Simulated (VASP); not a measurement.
The system is C.

```xyz
4
Lattice="1.2280 -2.1271 0.0000 1.2280 2.1271 0.0000 0.0000 0.0000 7.1733" Properties=species:S:1:pos:R:3 pbc="T T T"
C     1.2280    1.7724    5.4025
C     1.2280   -0.3547    1.7708
C     1.2280   -1.7724    1.7708
C     1.2280    0.3547    5.4025
```

Program: VASP 6.6.1. Alike in all runs: task single point; level PBE; potentials or basis VASP PAW PBE potentials, release 64 (C); no spin polarisation; cell as given; cutoff (eV) 520; smearing gaussian 0.1 eV.

**Question.** Order these runs on this cell by their band gap on the k mesh, lowest first.
A. k mesh 12 × 12 × 4
B. k mesh 6 × 6 × 1
C. k mesh 6 × 6 × 1, shifted
D. k mesh 1 × 1 × 1
E. k mesh 6 × 6 × 2, shifted

**Answer.** A (0.02 eV), B (0.30 eV), C (1.87 eV), E (2.10 eV), D (5.83 eV).

Caveats: some runs use coarse meshes.

A k mesh can miss the band edges, odd and even meshes differently.
